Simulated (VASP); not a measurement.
# Zn23S24 (a cell with a defect) in VASP: relaxation of the atoms with PBE

Aim: the relaxation of the atoms of Zn23S24 (a cell with a defect) with PBE.

Program: VASP 6.6.1. These are calculated values, not measurements. Logs are shortened: lines on timing, memory, paths and dates and some standing lists are left out, and cuts for length are marked.

**1. The cell of the first run**

The cell holds a defect, 47 atoms: a = 7.624 Å, b = 7.624 Å, c = 18.690 Å, α = 90.00°, β = 90.00°, γ = 120.00°.

**2. Relaxation of the atoms, PBE (atoms taken out)**

File INCAR:

```
PREC = Accurate
ENCUT = 520
EDIFF = 1E-7
ISMEAR = -1
SIGMA = 0.01
LREAL = Auto
LASPH = True
NELM = 100
ALGO = Normal
ISIF = 2
LWAVE = False
LCHARG = False
GGA = PE
IBRION = 2
NSW = 60
EDIFFG = -0.03
NELECT = 422.0
LUSENCCL = False
```

File KPOINTS:

```
regular mesh
0
Gamma
  3 3 1
```

File POSCAR:

```
Zn23S24
1.0
    7.6240000000      0.0000000000      0.0000000000
   -3.8120000000      6.6025776784      0.0000000000
    0.0000000000      0.0000000000     18.6899900000
Zn S
23 24
Direct
    0.0000000000      0.5000000000      0.0000000000
    0.5000000000      0.0000000000      0.0000000000
    0.5000000000      0.5000000000      0.0000000000
    0.0000000000      0.0000000000      0.5000000000
    0.0000000000      0.5000000000      0.5000000000
    0.5000000000      0.0000000000      0.5000000000
    0.5000000000      0.5000000000      0.5000000000
    0.1666666666      0.3333333334      0.1666700000
    0.1666666666      0.8333333334      0.1666700000
    0.6666666666      0.3333333334      0.1666700000
    0.6666666666      0.8333333334      0.1666700000
    0.3333333334      0.1666666666      0.6666700000
    0.3333333334      0.6666666666      0.6666700000
    0.8333333334      0.1666666666      0.6666700000
    0.8333333334      0.6666666666      0.6666700000
    0.3333333334      0.1666666666      0.3333300000
    0.3333333334      0.6666666666      0.3333300000
    0.8333333334      0.1666666666      0.3333300000
    0.8333333334      0.6666666666      0.3333300000
    0.1666666666      0.3333333334      0.8333300000
    0.1666666666      0.8333333334      0.8333300000
    0.6666666666      0.3333333334      0.8333300000
    0.6666666666      0.8333333334      0.8333300000
    0.0000000000      0.0000000000      0.1250000000
    0.0000000000      0.5000000000      0.1250000000
    0.5000000000      0.0000000000      0.1250000000
    0.5000000000      0.5000000000      0.1250000000
    0.0000000000      0.0000000000      0.6250000000
    0.0000000000      0.5000000000      0.6250000000
    0.5000000000      0.0000000000      0.6250000000
    0.5000000000      0.5000000000      0.6250000000
    0.1666666666      0.3333333334      0.2916700000
    0.1666666666      0.8333333334      0.2916700000
    0.6666666666      0.3333333334      0.2916700000
    0.6666666666      0.8333333334      0.2916700000
    0.3333333334      0.1666666666      0.7916700000
    0.3333333334      0.6666666666      0.7916700000
    0.8333333334      0.1666666666      0.7916700000
    0.8333333334      0.6666666666      0.7916700000
    0.3333333334      0.1666666666      0.4583300000
    0.3333333334      0.6666666666      0.4583300000
    0.8333333334      0.1666666666      0.4583300000
    0.8333333334      0.6666666666      0.4583300000
    0.1666666666      0.3333333334      0.9583300000
    0.1666666666      0.8333333334      0.9583300000
    0.6666666666      0.3333333334      0.9583300000
    0.6666666666      0.8333333334      0.9583300000
```

Potentials or basis: VASP PAW PBE potentials, release 64 (Zn, S).

Launch:

```console
$ cat potpaw_PBE.64/Zn/POTCAR potpaw_PBE.64/S/POTCAR > POTCAR
$ mpirun -np 1 vasp_std > vasp.out
```

OUTCAR:

```text
PREC = Accurate
   ENCUT = 520
   EDIFF = 1E-7
   ISMEAR = -1
   LREAL = Auto
   LASPH = True
   NELM = 100
   ISIF = 2
   GGA = PE
   IBRION = 2
   NSW = 60
   EDIFFG = -0.03
   NELECT = 422.0

 ion  position               nearest neighbor table
   1  0.000  0.500  0.000-  44 2.33  45 2.33  46 2.33  25 2.34
   2  0.500  0.000  0.000-  47 2.33  46 2.33  45 2.33  26 2.34
   3  0.500  0.500  0.000-  46 2.33  47 2.33  44 2.33  27 2.34
   4  0.000  0.000  0.500-  42 2.33  43 2.33  40 2.33  28 2.34
   5  0.000  0.500  0.500-  43 2.33  42 2.33  41 2.33  29 2.34
   6  0.500  0.000  0.500-  40 2.33  41 2.33  42 2.33  30 2.34
[... 35 lines left out ...]
  42  0.833  0.167  0.458-   4 2.33   5 2.33   6 2.33  18 2.34
  43  0.833  0.667  0.458-   5 2.33   4 2.33   7 2.33  19 2.34
  44  0.167  0.333  0.958-   1 2.33   3 2.33  20 2.34
  45  0.167  0.833  0.958-   1 2.33   2 2.33  21 2.34
  46  0.667  0.333  0.958-   3 2.33   2 2.33   1 2.33  22 2.34
  47  0.667  0.833  0.958-   2 2.33   3 2.33  23 2.34

  LATTYP: Found a hexagonal cell.
 ALAT       =     7.6240000000
 C/A-ratio  =     2.4514677335

  Lattice vectors:

 A1 = (   7.6240000000,   0.0000000000,   0.0000000000)
 A2 = (  -3.8120000000,   6.6025776784,   0.0000000000)
 A3 = (   0.0000000000,   0.0000000000,  18.6899900000)

Analysis of symmetry for initial positions (statically):
=====================================================================
 Subroutine PRICEL returns:
 Original cell was already a primitive cell.

 Routine SETGRP: Setting up the symmetry group for a
 hexagonal supercell.

 Subroutine GETGRP returns: Found  6 space group operations
 (whereof  6 operations were pure point group operations)
 out of a pool of 24 trial point group operations.

The static configuration has the point symmetry C_3v.

Analysis of symmetry for dynamics (positions and initial velocities):
=====================================================================
 Subroutine PRICEL returns:
 Original cell was already a primitive cell.

 Routine SETGRP: Setting up the symmetry group for a
 hexagonal supercell.

 Subroutine GETGRP returns: Found  6 space group operations
 (whereof  6 operations were pure point group operations)
 out of a pool of 24 trial point group operations.

The dynamic configuration has the point symmetry C_3v.

 Subroutine INISYM returns: Found  6 space group operations
 (whereof  6 operations are pure point group operations),
 and found     1 'primitive' translations

----------------------------------------------------------------------------------------

                                     Primitive cell

  volume of cell :     940.8177

  direct lattice vectors                    reciprocal lattice vectors
     7.624000000  0.000000000  0.000000000     0.131164743  0.075728000 -0.000000000
    -3.812000000  6.602577678  0.000000000     0.000000000  0.151455999  0.000000000
     0.000000000  0.000000000 18.689990000     0.000000000 -0.000000000  0.053504577

  length of vectors
     7.624000000  7.624000000 18.689990000     0.151455999  0.151455999  0.053504577

  position of ions in fractional coordinates (direct lattice)
     0.000000000  0.500000000  0.000000000
     0.500000000  0.000000000  0.000000000
     0.500000000  0.500000000  0.000000000
     0.000000000  0.000000000  0.500000000
     0.000000000  0.500000000  0.500000000
     0.500000000  0.000000000  0.500000000
[... 39 lines left out ...]
     0.666666667  0.333333333  0.958330000
     0.666666667  0.833333333  0.958330000

  ion indices of the primitive-cell ions
   primitive index   ion index
                 1           1
                 2           2
                 3           3
                 4           4
                 5           5
                 6           6
[... 39 lines left out ...]
                46          46
                47          47

----------------------------------------------------------------------------------------

 KPOINTS: regular mesh

Automatic generation of k-mesh.
 Grid dimensions read from file:
 generate k-points for:    3    3    1

 Generating k-lattice:

  Cartesian coordinates                     Fractional coordinates (reciprocal lattice)
     0.043721581  0.025242667 -0.000000000     0.333333333  0.000000000  0.000000000
     0.000000000  0.050485333  0.000000000     0.000000000  0.333333333  0.000000000
     0.000000000 -0.000000000  0.053504577     0.000000000  0.000000000  1.000000000

  Length of vectors
     0.050485333  0.050485333  0.053504577

  Shift w.r.t. Gamma in fractional coordinates (k-lattice)
     0.000000000  0.000000000  0.000000000

 Subroutine IBZKPT returns following result:
 ===========================================

 Found      3 irreducible k-points:

 Following reciprocal coordinates:
            Coordinates               Weight
  0.000000  0.000000  0.000000      1.000000
  0.333333  0.000000  0.000000      6.000000
  0.333333  0.333333  0.000000      2.000000
   k-points           NKPTS =      3   k-points in BZ     NKDIM =      3   number of bands    NBANDS=    253
   number of dos      NEDOS =    301   number of ions     NIONS =     47
   total plane-waves  NPLWV = 504000
   dimension x,y,z NGX =    60 NGY =   60 NGZ =  140
   dimension x,y,z NGXF=   120 NGYF=  120 NGZF=  280
   ions per type =              23  24
   NGX,Y,Z   is equivalent  to a cutoff of  13.08, 13.08, 12.45 a.u.
   NGXF,Y,Z  is equivalent  to a cutoff of  26.17, 26.17, 24.91 a.u.
 SYSTEM =  unknown system
   PREC   = accura    normal or accurate (medium, high low for compatibility)
   ISTART =      0    job   : 0-new  1-cont  2-samecut
   ICHARG =      2    charge: 1-file 2-atom 10-const
   ISPIN  =      1    spin polarized calculation?
   LNONCOLLINEAR =      F non collinear calculations
   LSORBIT =      F    spin-orbit coupling
   LASPH  =      T    aspherical Exc in radial PAW
   ENCUT  =  520.0 eV  38.22 Ry    6.18 a.u.  14.18 14.18 34.75*2*pi/ulx,y,z
   NELM   =    100;   NELMIN=  2; NELMDL= -5     # of ELM steps
   EDIFF  = 0.1E-06   stopping-criterion for ELM
   LREAL  =      T    real-space projection
   EDIFFG = -.3E-01   stopping-criterion for IOM
   NSW    =     60    number of steps for IOM
   IBRION =      2    ionic relax: 0-MD 1-quasi-New 2-CG
   NFREE  =      1    steps in history (QN), initial steepest desc. (CG)
   ISIF   =      2    stress and relaxation
   ISYM   =      2    0-nonsym 1-usesym 2-fastsym
   POTIM  = 0.5000    time-step for ionic-motion
   TEBEG  =    0.0;   TEEND  =   0.0 temperature during run
   PSTRESS=    0.0 pullay stress
   NELECT =     422.0000    total number of electrons
   NUPDOWN=      -1.0000    fix difference up-down
   EMIN   =  10.00;   EMAX   =-10.00  energy-range for DOS
   EFERMI =   0.00;   METHOD = LEGACY
   ISMEAR =    -1;   SIGMA  =   0.01  broadening in eV -4-tet -1-fermi 0-gaus
   EFERMI_NEDOS =   21; number of points for ismear=-14 and -15
   IALGO  =     38    algorithm
   IMIX   =      4    mixing-type and parameters
     AMIX     =   0.40;   BMIX     =  1.00
     AMIX_MAG =   1.60;   BMIX_MAG =  1.00
  volume/ion in A,a.u.               =      20.02       135.08
  Fermi-wavevector in a.u.,A,eV,Ry     =   1.253171  2.368151 21.367115  1.570439
  Thomas-Fermi vector in A             =   2.387037
   LORBIT       =      0    0 simple, 1 ext, 2 COOP (PROOUT), +10 PAW based schemes
   GGA     = PE    functional components
   LHFCALC =     F    Hartree Fock is set to
   AEXX    =    0.0000 exact exchange contribution
   IVDW    =     0    specifies the selected vdW correction
   LEPSILON=     F    determine dielectric tensor
   LRPA    =     F    only Hartree local field effects (RPA)
 conjugate gradient relaxation of ions
 non-spin polarized calculation
  energy-cutoff  :      520.00
  volume of cell :      940.82
 maximum number of plane-waves:     25428
 NGX is ok and might be reduce to    60
   NGX = 29   NGY = 29   NGZ = 69

--------------------------------------- Ionic step        1  -------------------------------------------

 number of electron     422.0000275 magnetization

 Free energy of the ion-electron system (eV)
  ---------------------------------------------------
  ext. energy  EPLUGINS =         0.00000000
  ---------------------------------------------------
  free energy    TOTEN  =      -153.78147347 eV

  energy without entropy =     -153.78147164  energy(sigma->0) =     -153.78147255

------------------------ aborting loop because EDIFF is reached ----------------------------------------

  FORCE on cell =-STRESS in cart. coord.  units (eV):
  Direction    XX          YY          ZZ          XY          YZ          ZX
  --------------------------------------------------------------------------------------
  -------------------------------------------------------------------------------------
  Total       28.2003249     28.2003249     25.7957239      0.0000000     -0.0000000      0.0000000
  in kB       48.0240982     48.0240982     43.9291527      0.0000000     -0.0000000      0.0000000
  external PRESSURE =      46.6591164 kB  Pullay stress =       0.0000000 kB
[... 224 lines left out ...]
  FREE ENERGIE OF THE ION-ELECTRON SYSTEM (eV)
  ---------------------------------------------------
  free  energy   TOTEN  =      -154.3800836919 eV

  energy  without entropy=     -154.3800836919  energy(sigma->0) =     -154.38008369

[... ionic steps 4 to 9 ...]

--------------------------------------- Ionic step       10  -------------------------------------------

 number of electron     422.0000246 magnetization

------------------------ aborting loop because EDIFF is reached ----------------------------------------
[... 157 lines left out ...]
--------------------------------------- Ionic step       12  -------------------------------------------

 number of electron     422.0000224 magnetization

 Free energy of the ion-electron system (eV)
  ---------------------------------------------------
  ext. energy  EPLUGINS =         0.00000000
  ---------------------------------------------------
  free energy    TOTEN  =      -154.61212812 eV

  energy without entropy =     -154.61212812  energy(sigma->0) =     -154.61212812

 E-fermi :   3.1037     XC(G=0):  -9.6044

 val. band max:        2.8339972794   @ k =   0.0000   0.0000   0.0000
 cond. band min:       4.1136088089   @ k =   0.0000   0.0000   0.0000
 fundamental gap:      1.2796115295
 Fermi energy:         3.1037158693

 k-point     1 :       0.0000    0.0000    0.0000
  band No.  band energies     occupation
      1     -11.4965      2.00000
      2     -11.1188      2.00000
      3     -10.8299      2.00000
      4     -10.6404      2.00000
      5     -10.6404      2.00000
      6     -10.6382      2.00000
[... 667 lines left out ...]
    222       6.5886      0.00000
    223       6.6538      0.00000
 [bands above 223 left out]

------------------------ aborting loop because EDIFF is reached ----------------------------------------

  FORCE on cell =-STRESS in cart. coord.  units (eV):
  Direction    XX          YY          ZZ          XY          YZ          ZX
  --------------------------------------------------------------------------------------
  -------------------------------------------------------------------------------------
  Total       25.6586314     25.6586314     26.2786056      0.0000000      0.0000000      0.0000000
  in kB       43.6956893     43.6956893     44.7514821      0.0000000      0.0000000      0.0000000
  external PRESSURE =      44.0476202 kB  Pullay stress =       0.0000000 kB
[... 62 lines left out ...]
  FREE ENERGIE OF THE ION-ELECTRON SYSTEM (eV)
  ---------------------------------------------------
  free  energy   TOTEN  =      -154.6121281215 eV

  energy  without entropy=     -154.6121281215  energy(sigma->0) =     -154.61212812

 reached required accuracy - stopping structural energy minimisation
```

Wall time 17 min (1 × NVIDIA H100 80GB with 1 thread of AMD EPYC 7R13 (Zen 3), shared host); peak memory 2 GiB.

Results:

```
Free energy                  : -154.6121 eV
Energy gained by relaxing    : 17.7 meV/atom
Ionic steps                  : 12
Largest force after relaxing : 0.025 eV/Å
```

Forces on the atoms (eV/Å):
```
Zn  -0.002 -0.001  0.015
Zn   0.000  0.002  0.015
Zn   0.002 -0.001  0.015
Zn   0.000  0.000 -0.003
Zn   0.005  0.003  0.013
Zn   0.000 -0.005  0.013
Zn  -0.005  0.003  0.013
Zn   0.000 -0.009 -0.005
Zn  -0.008  0.005 -0.005
Zn   0.000  0.000 -0.008
Zn   0.008  0.005 -0.005
Zn   0.007  0.004 -0.002
Zn   0.000  0.000  0.025
Zn  -0.007  0.004 -0.002
Zn   0.000 -0.009 -0.002
Zn  -0.001 -0.001 -0.013
Zn   0.000  0.000 -0.005
Zn   0.001 -0.001 -0.013
Zn   0.000  0.001 -0.013
Zn   0.000  0.019 -0.004
Zn   0.016 -0.009 -0.004
Zn   0.000  0.000 -0.005
Zn  -0.016 -0.009 -0.004
S    0.000  0.000 -0.015
S   -0.006 -0.003  0.016
S    0.000  0.006  0.016
S    0.006 -0.003  0.016
S    0.000  0.000 -0.001
S    0.010  0.006  0.012
S    0.000 -0.011  0.012
S   -0.010  0.006  0.012
S    0.000  0.003 -0.009
S    0.002 -0.001 -0.009
S    0.000  0.000 -0.003
S   -0.002 -0.001 -0.009
S   -0.006 -0.004 -0.012
S    0.000  0.000  0.000
S    0.006 -0.004 -0.012
S    0.000  0.007 -0.012
S    0.002  0.001 -0.003
S    0.000  0.000 -0.004
S   -0.002  0.001 -0.003
S    0.000 -0.003 -0.003
S    0.000  0.003 -0.005
S    0.003 -0.002 -0.005
S    0.000  0.000  0.011
S   -0.003 -0.002 -0.005
```

Step by step:
| step | energy change (eV) | largest force (eV/Å) | pressure (GPa) |
| --- | --- | --- | --- |
| 1 | 0.0000 | 1.1745 | 4.67 |
| 2 | -0.5417 | 0.6086 | 4.76 |
| 3 | -0.5986 | 0.4838 | 4.85 |
| 4 | -0.6912 | 0.3907 | 4.77 |
| 5 | -0.7491 | 0.2796 | 4.66 |
| 6 | -0.7914 | 0.1290 | 4.55 |
| 7 | -0.8001 | 0.1586 | 4.46 |
| 8 | -0.8111 | 0.0894 | 4.43 |
| 9 | -0.8166 | 0.1268 | 4.39 |
| 10 | -0.8250 | 0.0715 | 4.39 |
| 11 | -0.8282 | 0.0514 | 4.40 |
| 12 | -0.8307 | 0.0255 | 4.40 |

Final structure:
```
Zn S
1.0
     7.62400    0.00000    0.00000
    -3.81200    6.60258    0.00000
     0.00000    0.00000   18.68999
Zn S
23 24
Direct
  0.01679 0.50839 0.99273
  0.49161 0.98321 0.99273
  0.49161 0.50839 0.99273
  0.00000 0.00000 0.50052
  0.99936 0.49968 0.50051
  0.50032 0.00064 0.50051
  0.50032 0.49968 0.50051
  0.16230 0.32459 0.16176
  0.16230 0.83770 0.16176
  0.66667 0.33333 0.15964
  0.67541 0.83770 0.16176
  0.33315 0.16658 0.67058
  0.33333 0.66667 0.66957
  0.83342 0.16658 0.67058
  0.83342 0.66685 0.67058
  0.33328 0.16664 0.33083
  0.33333 0.66667 0.33206
  0.83336 0.16664 0.33083
  0.83336 0.66672 0.33083
  0.16774 0.33547 0.84156
  0.16774 0.83226 0.84156
  0.66667 0.33333 0.83743
  0.66453 0.83226 0.84156
  0.00000 0.00000 0.12241
  0.00259 0.50129 0.12367
  0.49871 0.99742 0.12367
  0.49871 0.50129 0.12367
  0.00000 0.00000 0.62525
  0.99928 0.49964 0.62515
  0.50036 0.00072 0.62515
  0.50036 0.49964 0.62515
  0.16725 0.33450 0.29156
  0.16725 0.83275 0.29156
  0.66667 0.33333 0.28979
  0.66550 0.83275 0.29156
  0.33235 0.16617 0.79300
  0.33333 0.66667 0.79212
  0.83383 0.16617 0.79300
  0.83383 0.66765 0.79300
  0.33340 0.16670 0.45768
  0.33333 0.66667 0.45864
  0.83330 0.16670 0.45768
  0.83330 0.66660 0.45768
  0.15689 0.31377 0.96180
  0.15689 0.84311 0.96180
  0.66667 0.33333 0.96007
  0.68623 0.84311 0.96180
```

Caveat: the cell carries a net charge on a neutralising background, which shifts energy and pressure; the cell differs from its parent crystal (atoms taken out); the cell is charged against a uniform background, so pressure and absolute levels hang on convention.
